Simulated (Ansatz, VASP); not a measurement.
## CuO in VASP and in Ansatz

```
CELL_PARAMETERS angstrom
2.03002 -2.19579 0.00000
2.03002 2.19579 0.00000
0.00000 0.00000 5.25705
ATOMIC_POSITIONS crystal
Cu 0.50000 0.00000 0.00000
Cu 0.00000 0.50000 0.50000
O 0.50000 0.50000 0.25000
O 0.50000 0.50000 0.75000
```

Change from the starting cell: volume scaled by 1.06.

Alike in both runs: task single point; functional PBEsol; k mesh 9 × 9 × 5; occupations fermi-dirac, width 0.05 eV; no spin polarisation.

```csv
,VASP,Ansatz
version,VASP 6.6.1,Ansatz 0.2.0
potentials or method,"VASP PAW PBE potentials, release 64 (Cu, O), cutoff 520 eV","all-electron LAPW, scalar-relativistic"
```

```tsv
	VASP	Ansatz	Ansatz less VASP
gap on the k mesh at the Fermi level (eV)	none	none	-
pressure (GPa)	-12.9	-13.4	-0.52
traceless stress, the component that is largest in VASP (GPa)	-3.32	-3.52	-0.205
```

VASP's potentials were made for PBE, not for PBEsol. A gap of «none» marks a metal or a gap that the smearing closes. Ansatz ran all-electron here, and VASP with PAW potentials.
